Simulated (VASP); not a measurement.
# Ta2SiO3 (P4/mmm) in VASP: relaxation of cell and atoms with PBE

Aim: the relaxation of cell and atoms of Ta2SiO3 with PBE.

Everything below comes from runs of VASP 6.6.1. Logs are shortened: lines on timing, memory, paths and dates and some standing lists are left out, and cuts for length are marked.

## (1) The cell of the first run

It takes space group P4/mmm (No. 123, tetragonal). The conventional cell has a = 2.720 Å, b = 2.720 Å, c = 12.468 Å, α = 90.00°, β = 90.00°, γ = 90.00°. Within 2.9 Å of Ta (site symmetry 4mm) lie 8 O at 2.17 to 2.40 Å and 5 Ta at 2.72 to 2.87 Å. Within 3.6 Å of Si (site symmetry 4/mmm) lie 4 Si at 2.72 Å. Within 2.9 Å of O (site symmetry 4mm) lie 4 Ta at 2.17 Å and 5 O at 2.45 to 2.72 Å. Within 3.2 Å of O (site symmetry 4/mmm) lie 8 Ta at 2.40 Å and 6 O at 2.45 to 2.72 Å.

The cell was generated, and may not be a known phase.

## (2) Relaxation of cell and atoms, PBE

INCAR

```
  ALGO = Normal
  EDIFF = 1E-7
  EDIFFG = -0.01
  ENCUT = 700
  GGA = PE
  GGA_COMPAT = F
  IBRION = 2
  ISIF = 3
  ISMEAR = 0
  LASPH = T
  LCHARG = F
  LREAL = F
  LWAVE = F
  NELM = 120
  NELMIN = 4
  NSW = 100
  PREC = Accurate
  SIGMA = 0.1
```

KPOINTS

```
k-points
0
Gamma
  14 14 4
```

POSCAR

```
Ta2SiO3
1.0
    2.7196641949      0.0000000000      0.0000000000
    0.0000000000      2.7196641949      0.0000000000
    0.0000000000      0.0000000000     12.4682957362
Ta Si O
2 1 3
Direct
    0.5000000000      0.5000000000      0.3848827452
    0.5000000000      0.5000000000      0.6151172548
    0.5000000000      0.5000000000      0.0000000000
    0.0000000000      0.0000000000      0.6963970722
    0.0000000000      0.0000000000      0.3036029278
    0.0000000000      0.0000000000      0.5000000000
```

Potentials or basis: VASP PAW PBE potentials, release 64 (Ta_sv_GW, Si, O).

Started as:

```console
> cat potpaw_PBE.64/Ta_sv_GW/POTCAR potpaw_PBE.64/Si/POTCAR potpaw_PBE.64/O/POTCAR > POTCAR
> mpirun -np 1 vasp_std > vasp.out
```

OUTCAR:

```text
EDIFF = 1E-7
   EDIFFG = -0.01
   ENCUT = 700
   GGA = PE
   IBRION = 2
   ISIF = 3
   ISMEAR = 0
   LASPH = T
   LREAL = F
   NELM = 120
   NELMIN = 4
   NSW = 100
   PREC = Accurate

 ion  position               nearest neighbor table
   1  0.500  0.500  0.385-   5 2.17   5 2.17   5 2.17   5 2.17   6 2.40   6 2.40   6 2.40   6 2.40
                             2 2.87
   2  0.500  0.500  0.615-   4 2.17   4 2.17   4 2.17   4 2.17   6 2.40   6 2.40   6 2.40   6 2.40
                             1 2.87
   3  0.500  0.500  0.000-
   4  0.000  0.000  0.696-   2 2.17   2 2.17   2 2.17   2 2.17
   5  0.000  0.000  0.304-   1 2.17   1 2.17   1 2.17   1 2.17
   6  0.000  0.000  0.500-   1 2.40   2 2.40   1 2.40   2 2.40   1 2.40   2 2.40   1 2.40   2 2.40

  LATTYP: Found a simple tetragonal cell.
 ALAT       =     2.7196641949
 C/A-ratio  =     4.5844982478

  Lattice vectors:

 A1 = (   2.7196641949,   0.0000000000,   0.0000000000)
 A2 = (   0.0000000000,   2.7196641949,   0.0000000000)
 A3 = (   0.0000000000,   0.0000000000,  12.4682957362)

Analysis of symmetry for initial positions (statically):
=====================================================================
 Subroutine PRICEL returns:
 Original cell was already a primitive cell.

 Routine SETGRP: Setting up the symmetry group for a
 simple tetragonal supercell.

 Subroutine GETGRP returns: Found 16 space group operations
 (whereof 16 operations were pure point group operations)
 out of a pool of 16 trial point group operations.

The static configuration has the point symmetry D_4h.

Analysis of symmetry for dynamics (positions and initial velocities):
=====================================================================
 Subroutine PRICEL returns:
 Original cell was already a primitive cell.

 Routine SETGRP: Setting up the symmetry group for a
 simple tetragonal supercell.

 Subroutine GETGRP returns: Found 16 space group operations
 (whereof 16 operations were pure point group operations)
 out of a pool of 16 trial point group operations.

The dynamic configuration has the point symmetry D_4h.

 Subroutine INISYM returns: Found 16 space group operations
 (whereof 16 operations are pure point group operations),
 and found     1 'primitive' translations

[... 123 lines left out ...]
  volume/ion in A,a.u.               =      15.37       103.72
  Fermi-wavevector in a.u.,A,eV,Ry     =   1.316869  2.488522 23.594474  1.734145
  Thomas-Fermi vector in A             =   2.446951
   LORBIT       =      0    0 simple, 1 ext, 2 COOP (PROOUT), +10 PAW based schemes
   GGA     = PE    functional components
   LHFCALC =     F    Hartree Fock is set to
   AEXX    =    0.0000 exact exchange contribution
   IVDW    =     0    specifies the selected vdW correction
   LEPSILON=     F    determine dielectric tensor
   LRPA    =     F    only Hartree local field effects (RPA)
 conjugate gradient relaxation of ions
 non-spin polarized calculation
 Gauss-broadening in eV      SIGMA  =   0.10
  energy-cutoff  :      700.00
  volume of cell :       92.22
 maximum number of plane-waves:      3936
 NGX is ok and might be reduce to    24
   NGX = 11   NGY = 11   NGZ = 53

--------------------------------------- Ionic step        1  -------------------------------------------

 number of electron      47.9999991 magnetization

 Free energy of the ion-electron system (eV)
  ---------------------------------------------------
  ext. energy  EPLUGINS =         0.00000000
  ---------------------------------------------------
  free energy    TOTEN  =       -56.07468195 eV

  energy without entropy =      -56.06641552  energy(sigma->0) =      -56.07054873

------------------------ aborting loop because EDIFF is reached ----------------------------------------

  FORCE on cell =-STRESS in cart. coord.  units (eV):
  Direction    XX          YY          ZZ          XY          YZ          ZX
  --------------------------------------------------------------------------------------
  -------------------------------------------------------------------------------------
  Total       -0.3000225     -0.3000225      0.0147581      0.0000000      0.0000000      0.0000000
  in kB       -5.2122676     -5.2122676      0.2563918      0.0000000      0.0000000      0.0000000
  external PRESSURE =      -3.3893811 kB  Pullay stress =       0.0000000 kB
[... 101 lines left out ...]
  FREE ENERGIE OF THE ION-ELECTRON SYSTEM (eV)
  ---------------------------------------------------
  free  energy   TOTEN  =       -56.0754705586 eV

  energy  without entropy=      -56.0668194803  energy(sigma->0) =      -56.07114502

[... ionic steps 4 to 7 ...]

--------------------------------------- Ionic step        8  -------------------------------------------

 number of electron      47.9999991 magnetization

------------------------ aborting loop because EDIFF is reached ----------------------------------------
[... 75 lines left out ...]
--------------------------------------- Ionic step       10  -------------------------------------------

 number of electron      47.9999991 magnetization

 Free energy of the ion-electron system (eV)
  ---------------------------------------------------
  ext. energy  EPLUGINS =         0.00000000
  ---------------------------------------------------
  free energy    TOTEN  =       -56.07550483 eV

  energy without entropy =      -56.06679096  energy(sigma->0) =      -56.07114790

 E-fermi :   6.5927     XC(G=0): -10.3440

 val. band max:        6.5502354474   @ k =   0.2857   0.0000   0.5000
 cond. band min:       6.6107393940   @ k =   0.4286   0.0000   0.5000
 fundamental gap:      0.0605039465
 Fermi energy:         6.5927450169

 k-point     1 :       0.0000    0.0000    0.0000
  band No.  band energies     occupation
      1     -62.7551      2.00000
      2     -62.7301      2.00000
      3     -29.5712      2.00000
      4     -29.1185      2.00000
      5     -28.6833      2.00000
      6     -28.6833      2.00000
[... 733 lines left out ...]
     27       8.2564      0.00000
     28       8.4338      0.00000

 [... further k-points ...]

------------------------ aborting loop because EDIFF is reached ----------------------------------------

  FORCE on cell =-STRESS in cart. coord.  units (eV):
  Direction    XX          YY          ZZ          XY          YZ          ZX
  --------------------------------------------------------------------------------------
  -------------------------------------------------------------------------------------
  Total        0.0131411      0.0131411      0.0154157      0.0000000      0.0000000     -0.0000000
  in kB        0.2285903      0.2285903      0.2681580      0.0000000      0.0000000     -0.0000000
  external PRESSURE =       0.2417795 kB  Pullay stress =       0.0000000 kB
[... 21 lines left out ...]
  FREE ENERGIE OF THE ION-ELECTRON SYSTEM (eV)
  ---------------------------------------------------
  free  energy   TOTEN  =       -56.0755048348 eV

  energy  without entropy=      -56.0667909631  energy(sigma->0) =      -56.07114790

 reached required accuracy - stopping structural energy minimisation
```

CONTCAR:

```text
Ta2SiO3
   1.00000000000000
     2.7176283871398934   -0.0000000000000000   -0.0000000000000000
    -0.0000000000000000    2.7176283871398934   -0.0000000000000000
     0.0000000000000000    0.0000000000000000   12.4710425473597351
  Ta              Si              O
     2     1     3
Direct
     0.5000000000000000    0.5000000000000000    0.3846414369626741
     0.5000000000000000    0.5000000000000000    0.6153585630373258
     0.5000000000000000    0.5000000000000000    0.0000000000000000
     0.0000000000000000    0.0000000000000000    0.6962017224189636
     0.0000000000000000    0.0000000000000000    0.3037982775810366
     0.0000000000000000    0.0000000000000000    0.5000000000000000

  0.00000000E+00  0.00000000E+00  0.00000000E+00
  0.00000000E+00  0.00000000E+00  0.00000000E+00
  0.00000000E+00  0.00000000E+00  0.00000000E+00
  0.00000000E+00  0.00000000E+00  0.00000000E+00
  0.00000000E+00  0.00000000E+00  0.00000000E+00
  0.00000000E+00  0.00000000E+00  0.00000000E+00
```

It took 20 min on 1 thread of Intel Xeon 6975P-C (Granite Rapids), shared host; peak memory 0.55 GiB.

Results:

```yaml
Free_energy: -56.0755 eV
Relaxed_volume: 15.35 Å³/atom
Relaxed_cell: a = 2.718 Å, b = 2.718 Å, c = 12.471 Å, α = 90.00°, β = 90.00°, γ = 90.00°
Space_group_after_relaxing_to_0.1_Å: P4/mmm (No. 123)
Energy_gained_by_relaxing: 0.1 meV/atom
Ionic_steps: 10
Pressure_after_relaxing: 0.0 GPa
Largest_force_after_relaxing: 0.008 eV/Å
Band_gap_on_the_k_mesh: zero (bands 24 and 25 overlap by 2.44 eV)
```

Forces in eV/Å, atoms in the order of the input:
```
Ta   0.000  0.000  0.008
Ta   0.000  0.000 -0.008
Si   0.000  0.000  0.000
O    0.000  0.000 -0.002
O    0.000  0.000  0.002
O    0.000  0.000  0.000
```

The path:
```csv
step,energy change (eV),largest force (eV/Å),pressure (GPa),volume (Å³)
1,0.0000,0.1371,-0.34,92.22
2,0.0011,0.1766,0.74,91.79
3,-0.0008,0.0114,0.14,92.05
4,-0.0008,0.0196,0.06,92.06
5,-0.0008,0.0163,0.06,92.06
6,-0.0008,0.0104,-0.03,92.13
7,-0.0008,0.0108,-0.03,92.12
8,-0.0008,0.0111,-0.02,92.11
9,-0.0008,0.0101,0.03,92.10
10,-0.0008,0.0082,0.02,92.10
```

Final structure:
```
Ta Si O
1.0
     2.71763    0.00000    0.00000
     0.00000    2.71763    0.00000
     0.00000    0.00000   12.47104
Ta Si O
2 1 3
Direct
  0.50000 0.50000 0.38464
  0.50000 0.50000 0.61536
  0.50000 0.50000 0.00000
  0.00000 0.00000 0.69620
  0.00000 0.00000 0.30380
  0.00000 0.00000 0.50000
```

Caveat: spin-orbit coupling is left out, which moves the levels of the heavy elements.

The gap in the log of VASP goes by the Fermi energy; the results here count the filled bands.